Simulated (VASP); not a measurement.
# V (P2_1/m) in VASP: single point with PBE

Aim: the single point of V with PBE.

All numbers are computed with VASP 6.6.1; they aren't measurements. Logs are shortened: lines on timing, memory, paths and dates and some standing lists are left out, and cuts for length are marked.

### Step 1. The cell of the first run

The structure is monoclinic, space group P2_1/m (No. 11). Conventional cell: a = 2.604 Å, b = 4.723 Å, c = 2.604 Å, α = 90.00°, β = 120.00°, γ = 90.00°. V (site symmetry m) has 12 V at 2.59 to 3.00 Å within 3.4 Å.

### Step 2. Single point, PBE (atom 1 (V) moved by (+0.450, +0.000) A along [1 1 0] and z)

File INCAR:

```
SYSTEM = V
ALGO = Normal ; EDIFF = 1E-6
ENCUT = 520 ; GGA = PE
ISIF = 2 ; ISMEAR = 0
LASPH = .TRUE. ; LCHARG = .FALSE.
LREAL = .FALSE. ; LWAVE = .FALSE.
NBANDS = 20 ; NELM = 100
PREC = Accurate ; SIGMA = 0.15
```

File KPOINTS:

```
k-points
0
G
  21 21 10
  0 0 0
```

File POSCAR:

```
V
1.0
    2.6042941027      0.0000000000      0.0000000000
   -1.3021470513      2.2553848518      0.0000000000
    0.0000000000      0.0000000000      4.7233360000
V
2
Direct
    0.8593905920      0.4744170385      0.7500000000
    0.3333333333      0.6666666667      0.2500000000
```

Potentials or basis: VASP PAW PBE potentials, release 64 (V_sv).

The run is started by

```console
$ cat potpaw_PBE.64/V_sv/POTCAR > POTCAR
$ mpirun -np 1 vasp_std > vasp.out
```

OUTCAR:

```text
SYSTEM = V
   EDIFF = 1E-6
   ENCUT = 520
   GGA = PE
   ISIF = 2
   ISMEAR = 0
   LASPH = .TRUE.
   LREAL = .FALSE.
   NELM = 100
   PREC = Accurate

 ion  position               nearest neighbor table
   1  0.859  0.474  0.750-   2 2.59   2 2.59   2 2.90   2 2.90
   2  0.333  0.667  0.250-   1 2.59   1 2.59   1 2.90   1 2.90

  LATTYP: Found a hexagonal cell.
 ALAT       =     2.6042941027
 C/A-ratio  =     1.8136722712

  Lattice vectors:

 A1 = (   2.6042941027,   0.0000000000,   0.0000000000)
 A2 = (  -1.3021470513,   2.2553848518,   0.0000000000)
 A3 = (   0.0000000000,   0.0000000000,   4.7233360000)

Analysis of symmetry for initial positions (statically):
=====================================================================
 Subroutine PRICEL returns:
 Original cell was already a primitive cell.

 Routine SETGRP: Setting up the symmetry group for a
 hexagonal supercell.

 Subroutine GETGRP returns: Found  4 space group operations
 (whereof  1 operations were pure point group operations)
 out of a pool of 24 trial point group operations.

The static configuration has the point symmetry C_1 .
 The point group associated with its full space group is C_2h.

Analysis of symmetry for dynamics (positions and initial velocities):
=====================================================================
 Subroutine PRICEL returns:
 Original cell was already a primitive cell.

 Routine SETGRP: Setting up the symmetry group for a
 hexagonal supercell.

 Subroutine GETGRP returns: Found  4 space group operations
 (whereof  1 operations were pure point group operations)
 out of a pool of 24 trial point group operations.

The dynamic configuration has the point symmetry C_1 .
 The point group associated with its full space group is C_2h.

 Subroutine INISYM returns: Found  4 space group operations
 (whereof  1 operations are pure point group operations),
 and found     1 'primitive' translations

----------------------------------------------------------------------------------------

                                     Primitive cell

  volume of cell :      27.7434

  direct lattice vectors                    reciprocal lattice vectors
     2.604294103  0.000000000  0.000000000     0.383981210  0.221691655  0.000000000
    -1.302147051  2.255384852  0.000000000     0.000000000  0.443383310  0.000000000
     0.000000000  0.000000000  4.723336000     0.000000000  0.000000000  0.211714771

  length of vectors
     2.604294103  2.604294103  4.723336000     0.443383310  0.443383310  0.211714771

  position of ions in fractional coordinates (direct lattice)
     0.859390592  0.474417039  0.750000000
     0.333333333  0.666666667  0.250000000

  ion indices of the primitive-cell ions
   primitive index   ion index
                 1           1
                 2           2

----------------------------------------------------------------------------------------

 KPOINTS: k-points

Automatic generation of k-mesh.
 Grid dimensions read from file:
 generate k-points for:   21   21   10

 Generating k-lattice:

  Cartesian coordinates                     Fractional coordinates (reciprocal lattice)
     0.018284820  0.010556745  0.000000000     0.047619048  0.000000000  0.000000000
     0.000000000  0.021113491  0.000000000     0.000000000  0.047619048  0.000000000
     0.000000000  0.000000000  0.021171477     0.000000000  0.000000000  0.100000000

  Length of vectors
     0.021113491  0.021113491  0.021171477

  Shift w.r.t. Gamma in fractional coordinates (k-lattice)
     0.000000000  0.000000000  0.000000000

 Subroutine IBZKPT returns following result:
 ===========================================

 Found   1326 irreducible k-points:

 Following reciprocal coordinates:
            Coordinates               Weight
  0.000000  0.000000  0.000000      1.000000
  0.047619 -0.000000  0.000000      2.000000
  0.000000  0.047619  0.000000      2.000000
 -0.047619  0.047619  0.000000      2.000000
  0.095238 -0.000000  0.000000      2.000000
  0.000000  0.095238  0.000000      2.000000
[... 16 lines left out ...]
  0.380952 -0.000000  0.000000      2.000000
  0.000000  0.380952  0.000000      2.000000
 [... further k-points ...]
   k-points           NKPTS =   1326   k-points in BZ     NKDIM =   1326   number of bands    NBANDS=     20
   number of dos      NEDOS =    301   number of ions     NIONS =      2
   total plane-waves  NPLWV =  14400
   dimension x,y,z NGX =    20 NGY =   20 NGZ =   36
   dimension x,y,z NGXF=    40 NGYF=   40 NGZF=   72
   ions per type =               2
   NGX,Y,Z   is equivalent  to a cutoff of  12.77, 12.77, 12.67 a.u.
   NGXF,Y,Z  is equivalent  to a cutoff of  25.53, 25.53, 25.34 a.u.
 SYSTEM =  V
   PREC   = accura    normal or accurate (medium, high low for compatibility)
   ISTART =      0    job   : 0-new  1-cont  2-samecut
   ICHARG =      2    charge: 1-file 2-atom 10-const
   ISPIN  =      1    spin polarized calculation?
   LNONCOLLINEAR =      F non collinear calculations
   LSORBIT =      F    spin-orbit coupling
   LASPH  =      T    aspherical Exc in radial PAW
   ENCUT  =  520.0 eV  38.22 Ry    6.18 a.u.   4.84  4.84  8.78*2*pi/ulx,y,z
   NELM   =    100;   NELMIN=  2; NELMDL= -5     # of ELM steps
   EDIFF  = 0.1E-05   stopping-criterion for ELM
   LREAL  =      F    real-space projection
   EDIFFG = 0.1E-04   stopping-criterion for IOM
   NSW    =      0    number of steps for IOM
   IBRION =     -1    ionic relax: 0-MD 1-quasi-New 2-CG
   NFREE  =      0    steps in history (QN), initial steepest desc. (CG)
   ISIF   =      2    stress and relaxation
   ISYM   =      2    0-nonsym 1-usesym 2-fastsym
   POTIM  = 0.5000    time-step for ionic-motion
   TEBEG  =    0.0;   TEEND  =   0.0 temperature during run
   PSTRESS=    0.0 pullay stress
   NELECT =      26.0000    total number of electrons
   NUPDOWN=      -1.0000    fix difference up-down
   EMIN   =  10.00;   EMAX   =-10.00  energy-range for DOS
   EFERMI =   0.00;   METHOD = LEGACY
   ISMEAR =     0;   SIGMA  =   0.15  broadening in eV -4-tet -1-fermi 0-gaus
   EFERMI_NEDOS =   21; number of points for ismear=-14 and -15
   IALGO  =     38    algorithm
   IMIX   =      4    mixing-type and parameters
     AMIX     =   0.40;   BMIX     =  1.00
     AMIX_MAG =   1.60;   BMIX_MAG =  1.00
  volume/ion in A,a.u.               =      13.87        93.61
  Fermi-wavevector in a.u.,A,eV,Ry     =   1.602062  3.027459 34.920768  2.566604
  Thomas-Fermi vector in A             =   2.698942
   LORBIT       =      0    0 simple, 1 ext, 2 COOP (PROOUT), +10 PAW based schemes
   GGA     = PE    functional components
   LHFCALC =     F    Hartree Fock is set to
   AEXX    =    0.0000 exact exchange contribution
   IVDW    =     0    specifies the selected vdW correction
   LEPSILON=     F    determine dielectric tensor
   LRPA    =     F    only Hartree local field effects (RPA)
 non-spin polarized calculation
 Gauss-broadening in eV      SIGMA  =   0.15
  energy-cutoff  :      520.00
  volume of cell :       27.74
 maximum number of plane-waves:       771
   NGX =  9   NGY =  9   NGZ = 17

 number of electron      26.0000014 magnetization

 Free energy of the ion-electron system (eV)
  ---------------------------------------------------
  ext. energy  EPLUGINS =         0.00000000
  ---------------------------------------------------
  free energy    TOTEN  =       -17.52422167 eV

  energy without entropy =      -17.48435149  energy(sigma->0) =      -17.50428658

 E-fermi :   9.6570     XC(G=0): -12.7229

 val. band max:        9.6560154446   @ k =  -0.4286   0.4286   0.2000
 cond. band min:       9.6579598057   @ k =   0.4762  -0.1905   0.0000
 fundamental gap:      0.0019443611
 Fermi energy:         9.6570343923

 k-point     1 :       0.0000    0.0000    0.0000
  band No.  band energies     occupation
      1     -54.3573      2.00000
      2     -54.2332      2.00000
      3     -28.5032      2.00000
      4     -27.7720      2.00000
      5     -27.6832      2.00000
      6     -27.6744      2.00000
[... 12 lines left out ...]
     19      12.1710      0.00000
     20      12.7537      0.00000

 k-point     2 :       0.0476   -0.0000    0.0000
  band No.  band energies     occupation
      1     -54.3532      2.00000
      2     -54.2302      2.00000
      3     -28.4968      2.00000
      4     -27.7726      2.00000
      5     -27.6992      2.00000
      6     -27.6805      2.00000
[... 12 lines left out ...]
     19      12.2330      0.00000
     20      12.9248      0.00000

 k-point     3 :       0.0000    0.0476    0.0000
  band No.  band energies     occupation
      1     -54.3534      2.00000
      2     -54.2300      2.00000
      3     -28.4982      2.00000
      4     -27.7711      2.00000
      5     -27.6939      2.00000
      6     -27.6876      2.00000
[... 12 lines left out ...]
     19      12.2076      0.00000
     20      12.7820      0.00000

 k-point     4 :      -0.0476    0.0476    0.0000
  band No.  band energies     occupation
      1     -54.3533      2.00000
      2     -54.2301      2.00000
      3     -28.4976      2.00000
      4     -27.7718      2.00000
      5     -27.7026      2.00000
      6     -27.6874      2.00000
[... 12 lines left out ...]
     19      12.1115      0.00000
     20      12.8505      0.00000

 k-point     5 :       0.0952   -0.0000    0.0000
  band No.  band energies     occupation
      1     -54.3411      2.00000
      2     -54.2216      2.00000
      3     -28.4779      2.00000
      4     -27.7745      2.00000
      5     -27.7506      2.00000
      6     -27.7001      2.00000
[... 12 lines left out ...]
     19      12.3353      0.00000
     20      13.3853      0.00000
[... 353 lines left out ...]
      6     -27.8356      2.00000
[... 12 lines left out ...]
     19      12.4473      0.00000
     20      16.3921      0.00000

 k-point    22 :      -0.3333    0.3333    0.0000
  band No.  band energies     occupation
      1     -54.2189      2.00000
      2     -54.1295      2.00000
      3     -28.3466      2.00000
      4     -28.2975      2.00000
      5     -28.2631      2.00000
      6     -27.8125      2.00000
[... 12 lines left out ...]
     19      12.4144      0.00000
     20      16.8832      0.00000

 k-point    23 :       0.3810   -0.0000    0.0000
  band No.  band energies     occupation
      1     -54.1869      2.00000
      2     -54.1234      2.00000
      3     -28.3880      2.00000
      4     -28.3602      2.00000
      5     -28.2064      2.00000
      6     -27.8807      2.00000
[... 12 lines left out ...]
     19      12.7980      0.00000
     20      17.2642      0.00000

 k-point    24 :       0.0000    0.3810    0.0000
  band No.  band energies     occupation
      1     -54.2031      2.00000
      2     -54.1075      2.00000
      3     -28.4519      2.00000
      4     -28.3330      2.00000
      5     -28.2979      2.00000
      6     -27.8590      2.00000
[... 12 lines left out ...]
     19      12.8225      0.00000
     20      17.0597      0.00000

 [... further k-points ...]
[... 5 lines left out ...]
  --------------------------------------------------------------------------------------
  -------------------------------------------------------------------------------------
  Total        1.3694703     -0.4993914     -1.0278117      0.7847183      0.0000000      0.0000000
  in kB       79.0867383    -28.8397922    -59.3559953     45.3173822      0.0000000      0.0000000
  external PRESSURE =      -3.0363497 kB  Pullay stress =       0.0000000 kB

 VOLUME and BASIS-vectors are now :
 -----------------------------------------------------------------------------
  energy-cutoff  :      520.00
  volume of cell :       27.74
      direct lattice vectors                 reciprocal lattice vectors
     2.604294103  0.000000000  0.000000000     0.383981210  0.221691655  0.000000000
    -1.302147051  2.255384852  0.000000000     0.000000000  0.443383310  0.000000000
     0.000000000  0.000000000  4.723336000     0.000000000  0.000000000  0.211714771

 POSITION                                       TOTAL-FORCE (eV/Angst)
 -----------------------------------------------------------------------------------
      1.62035      1.06999      3.54250        -0.218089      0.096552      0.000000
     -0.00000      1.50359      1.18083         0.218089     -0.096552     -0.000000
 -----------------------------------------------------------------------------------
    total drift:                               -0.000028      0.000005      0.000000

  FREE ENERGIE OF THE ION-ELECTRON SYSTEM (eV)
  ---------------------------------------------------
  free  energy   TOTEN  =       -17.5242216717 eV

  energy  without entropy=      -17.4843514932  energy(sigma->0) =      -17.50428658
```

It took 6.6 min on 1 thread of Intel Xeon Platinum 8488C (Sapphire Rapids), shared host; peak memory 0.63 GiB.

Results:

```
Free energy            : -17.5242 eV
Pressure               : -0.3 GPa
Largest force          : 0.239 eV/Å
Band gap on the k mesh : zero (band 13 reaches 11.36 eV, above the bottom of band 14 at 8.88 eV)
```

Forces in eV/Å, atoms in the order of the input:
```
V   -0.218  0.097  0.000
V    0.218 -0.097  0.000
```

Stress tensor (GPa, compression positive):
```
 7.91  4.53  0.00
 4.53 -2.88  0.00
 0.00  0.00 -5.94
```

Caveat: the cell differs from its parent crystal (atom 1 (V) moved by (+0.450, +0.000) A along [1 1 0] and z).
